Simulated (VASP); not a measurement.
BaZrO3:

```
Ba Zr O
1.0
     4.20536    0.00000    0.00000
     0.00000    4.20536    0.00000
     0.00000    0.00000    4.20536
Ba Zr O
1 1 3
Direct
  0.00000 0.00000 0.00000
  0.50000 0.50000 0.50000
  0.50000 0.50000 0.00000
  0.50000 0.00000 0.50000
  0.00000 0.50000 0.50000
```

Base run:

| Quantity | Value |
| --- | --- |
| Program | VASP 6.6.1 |
| Functional | PBE |
| Potentials or basis | VASP PAW PBE potentials, release 64 (Ba_sv, Zr_sv, O) |
| Cutoff | 520 eV |
| k mesh | 6 × 6 × 6 |
| Occupations | gaussian, width 0.01 eV |
| Spin | no spin polarisation |

Its results: band gap on the k mesh 3.17 eV, indirect (least direct gap 3.40 eV); pressure 3.4 GPa.

Task: The run is repeated on the same cell with these changes: functional from PBE to r2SCAN. What comes out?

Result: Band gap on the k mesh 3.68 eV, indirect (least direct gap 3.93 eV); pressure 1.0 GPa.

r2SCAN gives the wider gap, since meta-GGAs in the generalised Kohn-Sham scheme recover part of the derivative discontinuity.

Caveats: spin-orbit coupling is left out, which moves the levels of the heavy elements; the PAW data sets were made with another functional, which shifts forces and pressure a little (some runs).

A k mesh can miss the band edges.
